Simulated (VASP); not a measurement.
Crystal: SnO2.

```
Sn O
1.0
    -3.24890    3.41447    3.41402
     3.24890   -3.41447    3.41402
     3.24890    3.41447   -3.41402
Sn O
4 8
Direct
  0.50000 0.00000 0.00000
  0.50000 0.50000 0.50000
  0.00360 0.75360 0.25000
  0.99640 0.24640 0.75000
  0.80650 0.80377 0.49728
  0.80650 0.30922 0.00272
  0.30244 0.24594 0.05649
  0.68944 0.24594 0.44350
  0.31056 0.75406 0.55649
  0.19350 0.69078 0.99728
  0.69756 0.75406 0.94351
  0.19350 0.19623 0.50272
```

Base run:

| Quantity | Value |
| --- | --- |
| Program | VASP 6.6.1 |
| Functional | r2SCAN |
| Potentials or basis | VASP PAW PBE potentials, release 64 (Sn_d, O) |
| Cutoff | 520 eV |
| k mesh | 6 × 6 × 6 |
| Occupations | fermi-dirac, width 0.05 eV |
| Spin | no spin polarisation |

Its results: band gap on the k mesh 1.29 eV; pressure -7.5 GPa; largest force 0.076 eV/Å.

**Question.** The run is repeated on the same cell with these changes: functional from r2SCAN to RPBE; further incar settings from ALGO = Normal; EDIFF = 1e-07; NBANDS = 64 to ALGO = Normal; EDIFF = 1e-06; NBANDS = 64. What comes out?

**Answer.** Band gap on the k mesh 0.70 eV; pressure 3.7 GPa; largest force 0.056 eV/Å.

Caveats: the PAW data sets were made with another functional, which shifts forces and pressure a little; spin-orbit coupling is left out, which moves the levels of the heavy elements; the cell stands under tension (at least some runs); the cell stands under pressure (at least some runs); semilocal functionals underestimate gaps, and a narrow one can read as zero (at least some runs).

